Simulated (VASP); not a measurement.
# In (P6/mmm) in VASP: a series of runs, part 2 of 2

VASP 6.6.1. The steps go on from the part before.

### 4 Single point, PBE (volume scaled by 0.92)

INCAR

```
ALGO     = Normal         # electronic algorithm
EDIFF    = 1E-6           # SCF threshold, eV
ENCUT    = 520            # plane-wave cutoff, eV
GGA      = PE             # functional
ISIF     = 2              # what is computed and relaxed
ISMEAR   = -1             # smearing method
LASPH    = True           # aspherical terms in the spheres
LCHARG   = True           # write CHGCAR
LELF     = True           # ELF
LREAL    = False          # projectors in reciprocal space
LVHAR    = True         
LWAVE    = False          # write WAVECAR
NBANDS   = 26             # bands
NELM     = 100            # most SCF steps
PREC     = Accurate       # precision mode
SIGMA    = 0.1            # smearing width, eV
```

KPOINTS

```
k-points
0
Gamma
  8 8 11
```

POSCAR

```
In
1.0
    5.2354682548      0.0000000000      0.0000000000
   -2.6177341274      4.5340485093      0.0000000000
    0.0000000000      0.0000000000      3.2459463361
In
3
Direct
    0.0000000000      1.0000000000      0.0000000000
    0.3333333333      0.6666666667      0.5000000000
    0.6666666667      0.3333333333      0.5000000000
```

Potentials or basis: VASP PAW PBE potentials, release 64 (In_d).

Command:

```sh
$ cat potpaw_PBE.64/In_d/POTCAR > POTCAR
$ mpirun -np 1 vasp_std > vasp.out
```

OUTCAR:

```text
EDIFF = 1E-6
   ENCUT = 520
   GGA = PE
   ISIF = 2
   ISMEAR = -1
   LASPH = True
   LREAL = False
   NELM = 100
   PREC = Accurate

 ion  position               nearest neighbor table
   1  0.000  0.000  0.000-   2 3.43   3 3.43   2 3.43   3 3.43   2 3.43   2 3.43   3 3.43   3 3.43
                             3 3.43   3 3.43   2 3.43   2 3.43
   2  0.333  0.667  0.500-   3 3.02   3 3.02   3 3.02   1 3.43   1 3.43   1 3.43   1 3.43   1 3.43
                             1 3.43
   3  0.667  0.333  0.500-   2 3.02   2 3.02   2 3.02   1 3.43   1 3.43   1 3.43   1 3.43   1 3.43
                             1 3.43

  LATTYP: Found a hexagonal cell.
 ALAT       =     5.2354682548
 C/A-ratio  =     0.6199915992

  Lattice vectors:

 A1 = (   5.2354682548,   0.0000000000,   0.0000000000)
 A2 = (  -2.6177341274,   4.5340485093,   0.0000000000)
 A3 = (   0.0000000000,   0.0000000000,   3.2459463361)

Analysis of symmetry for initial positions (statically):
=====================================================================
 Subroutine PRICEL returns:
 Original cell was already a primitive cell.

 Routine SETGRP: Setting up the symmetry group for a
 hexagonal supercell.

 Subroutine GETGRP returns: Found 24 space group operations
 (whereof 24 operations were pure point group operations)
 out of a pool of 24 trial point group operations.

The static configuration has the point symmetry D_6h.

Analysis of symmetry for dynamics (positions and initial velocities):
=====================================================================
 Subroutine PRICEL returns:
 Original cell was already a primitive cell.

 Routine SETGRP: Setting up the symmetry group for a
 hexagonal supercell.

 Subroutine GETGRP returns: Found 24 space group operations
 (whereof 24 operations were pure point group operations)
 out of a pool of 24 trial point group operations.

The dynamic configuration has the point symmetry D_6h.

 Subroutine INISYM returns: Found 24 space group operations
 (whereof 24 operations are pure point group operations),
 and found     1 'primitive' translations

----------------------------------------------------------------------------------------

                                     Primitive cell

  volume of cell :      77.0518

  direct lattice vectors                    reciprocal lattice vectors
     5.235468255  0.000000000  0.000000000     0.191004883  0.110276720  0.000000000
    -2.617734127  4.534048509  0.000000000     0.000000000  0.220553441  0.000000000
     0.000000000  0.000000000  3.245946336     0.000000000  0.000000000  0.308076566

  length of vectors
     5.235468255  5.235468255  3.245946336     0.220553441  0.220553441  0.308076566

  position of ions in fractional coordinates (direct lattice)
     0.000000000  0.000000000  0.000000000
     0.333333333  0.666666667  0.500000000
     0.666666667  0.333333333  0.500000000

  ion indices of the primitive-cell ions
   primitive index   ion index
                 1           1
                 2           2
                 3           3

----------------------------------------------------------------------------------------

 KPOINTS: k-points

Automatic generation of k-mesh.
 Grid dimensions read from file:
 generate k-points for:    8    8   11

 Generating k-lattice:

  Cartesian coordinates                     Fractional coordinates (reciprocal lattice)
     0.023875610  0.013784590  0.000000000     0.125000000  0.000000000  0.000000000
     0.000000000  0.027569180  0.000000000     0.000000000  0.125000000  0.000000000
     0.000000000  0.000000000  0.028006961     0.000000000  0.000000000  0.090909091

  Length of vectors
     0.027569180  0.027569180  0.028006961

  Shift w.r.t. Gamma in fractional coordinates (k-lattice)
     0.000000000  0.000000000  0.000000000

 Subroutine IBZKPT returns following result:
 ===========================================

 Found     60 irreducible k-points:

 Following reciprocal coordinates:
            Coordinates               Weight
  0.000000  0.000000  0.000000      1.000000
  0.125000  0.000000  0.000000      6.000000
  0.250000  0.000000  0.000000      6.000000
  0.375000  0.000000  0.000000      6.000000
  0.500000  0.000000  0.000000      3.000000
  0.125000  0.125000  0.000000      6.000000
[... 16 lines left out ...]
  0.250000  0.000000  0.181818     12.000000
  0.375000  0.000000  0.181818     12.000000
 [... further k-points ...]
   k-points           NKPTS =     60   k-points in BZ     NKDIM =     60   number of bands    NBANDS=     26
   number of dos      NEDOS =    301   number of ions     NIONS =      3
   total plane-waves  NPLWV =  38400
   dimension x,y,z NGX =    40 NGY =   40 NGZ =   24
   dimension x,y,z NGXF=    80 NGYF=   80 NGZF=   48
   ions per type =               3
   NGX,Y,Z   is equivalent  to a cutoff of  12.70, 12.70, 12.29 a.u.
   NGXF,Y,Z  is equivalent  to a cutoff of  25.40, 25.40, 24.58 a.u.
 SYSTEM =  unknown system
   PREC   = accura    normal or accurate (medium, high low for compatibility)
   ISTART =      0    job   : 0-new  1-cont  2-samecut
   ICHARG =      2    charge: 1-file 2-atom 10-const
   ISPIN  =      1    spin polarized calculation?
   LNONCOLLINEAR =      F non collinear calculations
   LSORBIT =      F    spin-orbit coupling
   LASPH  =      T    aspherical Exc in radial PAW
   ENCUT  =  520.0 eV  38.22 Ry    6.18 a.u.   9.73  9.73  6.04*2*pi/ulx,y,z
   NELM   =    100;   NELMIN=  2; NELMDL= -5     # of ELM steps
   EDIFF  = 0.1E-05   stopping-criterion for ELM
   LREAL  =      F    real-space projection
   EDIFFG = 0.1E-04   stopping-criterion for IOM
   NSW    =      0    number of steps for IOM
   IBRION =     -1    ionic relax: 0-MD 1-quasi-New 2-CG
   NFREE  =      0    steps in history (QN), initial steepest desc. (CG)
   ISIF   =      2    stress and relaxation
   ISYM   =      2    0-nonsym 1-usesym 2-fastsym
   POTIM  = 0.5000    time-step for ionic-motion
   TEBEG  =    0.0;   TEEND  =   0.0 temperature during run
   PSTRESS=    0.0 pullay stress
   NELECT =      39.0000    total number of electrons
   NUPDOWN=      -1.0000    fix difference up-down
   EMIN   =  10.00;   EMAX   =-10.00  energy-range for DOS
   EFERMI =   0.00;   METHOD = LEGACY
   ISMEAR =    -1;   SIGMA  =   0.10  broadening in eV -4-tet -1-fermi 0-gaus
   EFERMI_NEDOS =   21; number of points for ismear=-14 and -15
   IALGO  =     38    algorithm
   IMIX   =      4    mixing-type and parameters
     AMIX     =   0.40;   BMIX     =  1.00
     AMIX_MAG =   1.60;   BMIX_MAG =  1.00
  volume/ion in A,a.u.               =      25.68       173.32
  Fermi-wavevector in a.u.,A,eV,Ry     =   1.304674  2.465476 23.159488  1.702174
  Thomas-Fermi vector in A             =   2.435594
   LORBIT       =      0    0 simple, 1 ext, 2 COOP (PROOUT), +10 PAW based schemes
   GGA     = PE    functional components
   LHFCALC =     F    Hartree Fock is set to
   AEXX    =    0.0000 exact exchange contribution
   IVDW    =     0    specifies the selected vdW correction
   LEPSILON=     F    determine dielectric tensor
   LRPA    =     F    only Hartree local field effects (RPA)
 non-spin polarized calculation
  energy-cutoff  :      520.00
  volume of cell :       77.05
 maximum number of plane-waves:      2101
 NGX is ok and might be reduce to    40
   NGX = 19   NGY = 19   NGZ = 13

 number of electron      38.9999992 magnetization

 Free energy of the ion-electron system (eV)
  ---------------------------------------------------
  ext. energy  EPLUGINS =         0.00000000
  ---------------------------------------------------
  free energy    TOTEN  =        -7.54748022 eV

  energy without entropy =       -7.48669099  energy(sigma->0) =       -7.51708560

 E-fermi :   7.7939     XC(G=0): -10.3360

 val. band max:        7.7902940373   @ k =   0.2500   0.2500   0.0000
 cond. band min:       7.7993041904   @ k =   0.1250   0.0000   0.4545
 fundamental gap:      0.0090101531
 Fermi energy:         7.7938757934

 k-point     1 :       0.0000    0.0000    0.0000
  band No.  band energies     occupation
      1      -7.1948      2.00000
      2      -6.9515      2.00000
      3      -6.9452      2.00000
      4      -6.9452      2.00000
      5      -6.9125      2.00000
      6      -6.8147      2.00000
[... 685 lines left out ...]
     25      14.1764      0.00000
     26      14.2658      0.00000

 [... further k-points ...]

------------------------ aborting loop because EDIFF is reached ----------------------------------------

  FORCE on cell =-STRESS in cart. coord.  units (eV):
  Direction    XX          YY          ZZ          XY          YZ          ZX
  --------------------------------------------------------------------------------------
  -------------------------------------------------------------------------------------
  Total        1.7786142      1.7786142      1.5571120      0.0000000     -0.0000000      0.0000000
  in kB       36.9836101     36.9836101     32.3778056      0.0000000     -0.0000000      0.0000000
  external PRESSURE =      35.4483419 kB  Pullay stress =       0.0000000 kB

 VOLUME and BASIS-vectors are now :
 -----------------------------------------------------------------------------
  energy-cutoff  :      520.00
  volume of cell :       77.05
      direct lattice vectors                 reciprocal lattice vectors
     5.235468255  0.000000000  0.000000000     0.191004883  0.110276720  0.000000000
    -2.617734127  4.534048509  0.000000000     0.000000000  0.220553441  0.000000000
     0.000000000  0.000000000  3.245946336     0.000000000  0.000000000  0.308076566

 POSITION                                       TOTAL-FORCE (eV/Angst)
 -----------------------------------------------------------------------------------
      0.00000      0.00000      0.00000         0.000000      0.000000      0.000000
     -0.00000      3.02270      1.62297         0.000000      0.000000      0.000000
      2.61773      1.51135      1.62297        -0.000000     -0.000000      0.000000
 -----------------------------------------------------------------------------------
    total drift:                               -0.000000      0.000000      0.000000

  FREE ENERGIE OF THE ION-ELECTRON SYSTEM (eV)
  ---------------------------------------------------
  free  energy   TOTEN  =        -7.5474802200 eV

  energy  without entropy=       -7.4866909874  energy(sigma->0) =       -7.51708560
```

It took 2.9 min on 1 thread of AMD EPYC 7R13, shared host; peak memory 0.21 GiB.

Results:

```
Free energy : -7.5475 eV
Pressure    : 3.5 GPa
```

Stress tensor (GPa, compression positive):
```
3.70 0.00 0.00
0.00 3.70 0.00
0.00 0.00 3.24
```

Levels at points of the mesh, in eV from the Fermi level:
| k point | band 16 | band 17 | band 18 | band 19 | band 20 | band 21 | band 22 | band 23 |
| --- | --- | --- | --- | --- | --- | --- | --- | --- |
| (0.00, 0.00, 0.00) | -9.75 | -2.71 | -2.46 | -1.10 | -1.10 | -0.98 | -0.98 | 4.60 |
| (0.50, 0.00, 0.00) | -7.74 | -7.72 | -3.91 | -3.33 | 3.72 | 3.84 | 4.85 | 4.97 |

Caveat: spin-orbit coupling is left out, which moves the levels of the heavy elements.

### 5 Single point, PBE (volume scaled by 0.96)

INCAR

```
PREC     = Accurate       # precision mode
ENCUT    = 520            # plane-wave cutoff, eV
EDIFF    = 1E-6           # SCF threshold, eV
ISMEAR   = -1             # smearing method
SIGMA    = 0.1            # smearing width, eV
LREAL    = F              # projectors in reciprocal space
LASPH    = T              # aspherical terms in the spheres
NELM     = 100            # most SCF steps
ALGO     = Normal         # electronic algorithm
ISIF     = 2              # what is computed and relaxed
LWAVE    = F              # write WAVECAR
LCHARG   = F              # write CHGCAR
GGA      = PE             # functional
NBANDS   = 26             # bands
```

KPOINTS

```
regular mesh
0
Gamma
  8 8 11
```

POSCAR

```
In
1.0
    5.3102707647      0.0000000000      0.0000000000
   -2.6551353824      4.5988293832      0.0000000000
    0.0000000000      0.0000000000      3.2923232638
In
3
Direct
    0.0000000000      1.0000000000      0.0000000000
    0.3333333333      0.6666666667      0.5000000000
    0.6666666667      0.3333333333      0.5000000000
```

Potentials or basis: VASP PAW PBE potentials, release 64 (In_d).

Command:

```sh
$ cat potpaw_PBE.64/In_d/POTCAR > POTCAR
$ mpirun -np 1 vasp_std > vasp.out
```

OUTCAR:

```text
PREC = Accurate
   ENCUT = 520
   EDIFF = 1E-6
   ISMEAR = -1
   LREAL = F
   LASPH = T
   NELM = 100
   ISIF = 2
   GGA = PE

 ion  position               nearest neighbor table
   1  0.000  0.000  0.000-   2 3.48   3 3.48   2 3.48   3 3.48   3 3.48   3 3.48   2 3.48   2 3.48
                             3 3.48   3 3.48   2 3.48   2 3.48
   2  0.333  0.667  0.500-   3 3.07   3 3.07   3 3.07   1 3.48   1 3.48   1 3.48   1 3.48   1 3.48
                             1 3.48
   3  0.667  0.333  0.500-   2 3.07   2 3.07   2 3.07   1 3.48   1 3.48   1 3.48   1 3.48   1 3.48
                             1 3.48

  LATTYP: Found a hexagonal cell.
 ALAT       =     5.3102707647
 C/A-ratio  =     0.6199915992

  Lattice vectors:

 A1 = (   5.3102707647,   0.0000000000,   0.0000000000)
 A2 = (  -2.6551353824,   4.5988293832,   0.0000000000)
 A3 = (   0.0000000000,   0.0000000000,   3.2923232638)

Analysis of symmetry for initial positions (statically):
=====================================================================
 Subroutine PRICEL returns:
 Original cell was already a primitive cell.

 Routine SETGRP: Setting up the symmetry group for a
[... 168 lines left out ...]
  energy without entropy =       -7.53964844  energy(sigma->0) =       -7.57087268

 E-fermi :   7.3088     XC(G=0): -10.1337

 val. band max:        7.3075843348   @ k =   0.1250   0.0000   0.3636
 cond. band min:       7.3351211693   @ k =   0.2500   0.0000   0.4545
 fundamental gap:      0.0275368345
 Fermi energy:         7.3087568077

 k-point     1 :       0.0000    0.0000    0.0000
  band No.  band energies     occupation
      1      -7.6040      2.00000
      2      -7.3826      2.00000
      3      -7.3813      2.00000
      4      -7.3813      2.00000
      5      -7.3515      2.00000
      6      -7.2663      2.00000
[... 685 lines left out ...]
     25      13.4396      0.00000
     26      13.5580      0.00000

 [... further k-points ...]

------------------------ aborting loop because EDIFF is reached ----------------------------------------

  FORCE on cell =-STRESS in cart. coord.  units (eV):
  Direction    XX          YY          ZZ          XY          YZ          ZX
  --------------------------------------------------------------------------------------
  -------------------------------------------------------------------------------------
  Total        0.8535059      0.8535059      0.6724706     -0.0000000      0.0000000      0.0000000
  in kB       17.0078990     17.0078990     13.4003907     -0.0000000      0.0000000      0.0000000
  external PRESSURE =      15.8053962 kB  Pullay stress =       0.0000000 kB

 VOLUME and BASIS-vectors are now :
 -----------------------------------------------------------------------------
  energy-cutoff  :      520.00
  volume of cell :       80.40
      direct lattice vectors                 reciprocal lattice vectors
     5.310270765  0.000000000  0.000000000     0.188314315  0.108723320  0.000000000
    -2.655135382  4.598829383  0.000000000     0.000000000  0.217446641  0.000000000
     0.000000000  0.000000000  3.292323264     0.000000000  0.000000000  0.303736881

 POSITION                                       TOTAL-FORCE (eV/Angst)
 -----------------------------------------------------------------------------------
      0.00000      0.00000      0.00000        -0.000000      0.000000      0.000000
     -0.00000      3.06589      1.64616        -0.000000      0.000000      0.000000
      2.65514      1.53294      1.64616         0.000000      0.000000      0.000000
 -----------------------------------------------------------------------------------
    total drift:                               -0.000000      0.000000      0.000000

  FREE ENERGIE OF THE ION-ELECTRON SYSTEM (eV)
  ---------------------------------------------------
  free  energy   TOTEN  =        -7.6020969126 eV

  energy  without entropy=       -7.5396484409  energy(sigma->0) =       -7.57087268
```

Run time: 2.6 min. Hardware: 1 thread of AMD EPYC 7R13, shared host; peak memory 0.21 GiB.

What came out:

```yaml
Free_energy: -7.6021 eV
Pressure: 1.6 GPa
```

Stress tensor (GPa, compression positive):
```
1.70 0.00 0.00
0.00 1.70 0.00
0.00 0.00 1.34
```

Caveat: spin-orbit coupling is left out, which moves the levels of the heavy elements.

### 6 Single point, PBE

INCAR

```
PREC = Accurate
ENCUT = 520
EDIFF = 1E-6
ISMEAR = -1
SIGMA = 0.1
LREAL = False
LASPH = True
NELM = 80
ALGO = Normal
ISIF = 2
LWAVE = False
LCHARG = True
GGA = PE
LELF = True
LVHAR = True
NBANDS = 26
```

KPOINTS

```
Automatic mesh
0
Gamma
  8 8 11
```

POSCAR

```
In
1.0
    5.3830232403      0.0000000000      0.0000000000
   -2.6915116202      4.6618348753      0.0000000000
    0.0000000000      0.0000000000      3.3374291875
In
3
Direct
    0.0000000000      1.0000000000      0.0000000000
    0.3333333333      0.6666666667      0.5000000000
    0.6666666667      0.3333333333      0.5000000000
```

Potentials or basis: VASP PAW PBE potentials, release 64 (In_d).

Command:

```sh
$ cat potpaw_PBE.64/In_d/POTCAR > POTCAR
$ mpirun -np 1 vasp_std > vasp.out
```

Wall time 3 min (1 thread of AMD EPYC 7R13, shared host); peak memory 0.22 GiB.

Results (log left out):

- Free energy: -7.6203 eV
- Pressure: 0.1 GPa

Stress tensor (GPa, compression positive):
```
 0.17  0.00  0.00
 0.00  0.17  0.00
 0.00  0.00 -0.15
```

Levels at points of the mesh, in eV from the Fermi level:
```
           k point  band 15  band 16  band 17  band 18  band 19  band 20  band 21  band 22  band 23  band 24
(0.00, 0.00, 0.00)   -14.36    -9.18    -2.84    -2.60    -0.94    -0.94    -0.81    -0.81     4.39     7.72
(0.50, 0.00, 0.00)   -14.33    -7.32    -7.29    -3.91    -2.98     3.37     3.50     4.60     4.76     6.16
```

Caveat: spin-orbit coupling is left out, which moves the levels of the heavy elements.

### 7 Overview

| cell | k mesh | gap on the mesh (eV) | pressure (GPa) |
| --- | --- | --- | --- |
| a = 5.383, b = 5.383, c = 3.337 Å, angles 90.0, 90.0, 120.0°, 3 atoms | 7 × 7 × 10 | none | 0.0 |
| a = 5.158, b = 5.158, c = 3.198 Å, angles 90.0, 90.0, 120.0°, 3 atoms | 8 × 8 × 11 | none | 6.1 |
| a = 5.235, b = 5.235, c = 3.246 Å, angles 90.0, 90.0, 120.0°, 3 atoms | 8 × 8 × 11 | none | 3.5 |
| a = 5.310, b = 5.310, c = 3.292 Å, angles 90.0, 90.0, 120.0°, 3 atoms | 8 × 8 × 11 | none | 1.6 |
| a = 5.383, b = 5.383, c = 3.337 Å, angles 90.0, 90.0, 120.0°, 3 atoms | 8 × 8 × 11 | none | 0.1 |

Alike in all rows: task single point; level PBE; potentials or basis VASP PAW PBE potentials, release 64 (In_d); no spin polarisation; cutoff (eV) 520; smearing fermi-dirac 0.1 eV.

Caveats: spin-orbit coupling is left out, which moves the levels of the heavy elements.

Absolute energies hang on the potentials; compare differences alone.
